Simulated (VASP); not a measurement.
# Sm: single point with PBE

Crystal: Sm.

```
CELL_PARAMETERS angstrom
3.64400 0.00000 0.00000
-1.82200 3.15580 0.00000
0.00000 0.00000 5.87600
ATOMIC_POSITIONS crystal
Sm 0.33333 0.66667 0.25000
Sm 0.66667 0.33333 0.75000
```

This isn't the form of Sm at room conditions, which is rhombohedral.

* Program: VASP 6.6.1
* Task: single point
* Functional: PBE
* Potentials or basis: VASP PAW PBE potentials, release 64 (Sm)
* Cutoff: 520 eV
* k mesh: 10 × 10 × 5
* Occupations: gaussian, width 0.05 eV
* Spin: collinear spin, ferromagnetic start
* Starting moments: [5.0, 5.0] μB

```
Pressure                                              : 2.7 GPa
Net moment                                            : 12.99 μB per cell
Site moments                                          : Sm +5.68 μB
Valence electrons inside the program's atomic spheres : Sm 13.66
```

Levels at points of the mesh, in eV from the Fermi level:
Spin up:
| k point | band 19 | band 20 | band 21 | band 22 | band 23 | band 24 | band 25 | band 26 |
| --- | --- | --- | --- | --- | --- | --- | --- | --- |
| (0.00, 0.00, 0.00) | -0.24 | -0.21 | -0.20 | -0.19 | -0.19 | -0.02 | 1.72 | 1.86 |
| (0.50, 0.00, 0.00) | -0.23 | -0.12 | -0.07 | -0.05 | 0.03 | 0.09 | 0.11 | 0.72 |
Spin down:
```tsv
k point	band 7	band 8	band 9	band 10	band 11	band 12	band 13	band 14
(0.00, 0.00, 0.00)	-17.08	-17.03	-3.27	-0.87	2.57	2.65	2.86	2.86
(0.50, 0.00, 0.00)	-17.31	-17.21	-0.42	-0.34	-0.02	1.84	2.67	2.76
```

It took 2.7 min on 1 thread of Intel(R) Xeon(R) 6975P-C (Granite Rapids), with other jobs on the host, peak memory 0.3 GiB.

Caveat: the magnetic or orbital state may not be the lowest; spin-orbit coupling is left out, which moves the levels of the heavy elements; semilocal functionals describe open f shells poorly, which spoils levels, moments and volumes. The state reached can hang on the start; a lower one may exist.
